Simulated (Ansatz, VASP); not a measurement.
# Two plane-wave programs on SnO2

```
Sn O
1.0
     3.15766    0.00000    0.00000
    -1.57883    2.73462    0.00000
     0.00000    0.00000   10.16405
Sn O
2 4
Cartesian
  -0.6157 0.0000 5.0820
  0.6157 0.0000 0.0000
  0.9554 0.9115 4.0844
  2.2022 0.9115 0.9976
  -0.6234 1.8231 6.0796
  0.6234 1.8231 9.1665
```

Change from the starting cell: mode 1 frozen in at -0.634 Å, equal normal strain along x, y and z -0.0167.

Alike in both runs: task single point; functional PBE; dispersion D3(BJ); k mesh 12 × 12 × 4; occupations gaussian, width 0.05 eV; no spin polarisation.

```csv
,VASP,Ansatz
version,VASP 6.6.1,Ansatz 0.2.0
potentials or method,"VASP PAW PBE potentials, release 64 (Sn_d, O), cutoff 520 eV","scalar-relativistic, plane waves, PAW"
valence electrons in the cell,52,52
```

|  | VASP | Ansatz | Ansatz less VASP |
| --- | --- | --- | --- |
| gap on the k mesh at the Fermi level (eV) | 2.51 | 2.53 | +0.022 |
| least direct gap on the mesh (eV) | 2.89 | 2.91 | +0.013 |
| pressure (GPa) | 8.2 | 7.5 | -0.71 |
| traceless stress, the component that is largest in VASP (GPa) | -4.62 | -4.21 | +0.409 |
| rms of the force components (eV/Å) | 0.343 | 0.312 | -0.0311 |

Atom by atom the forces differ by 0.031 eV/Å (rms over components).
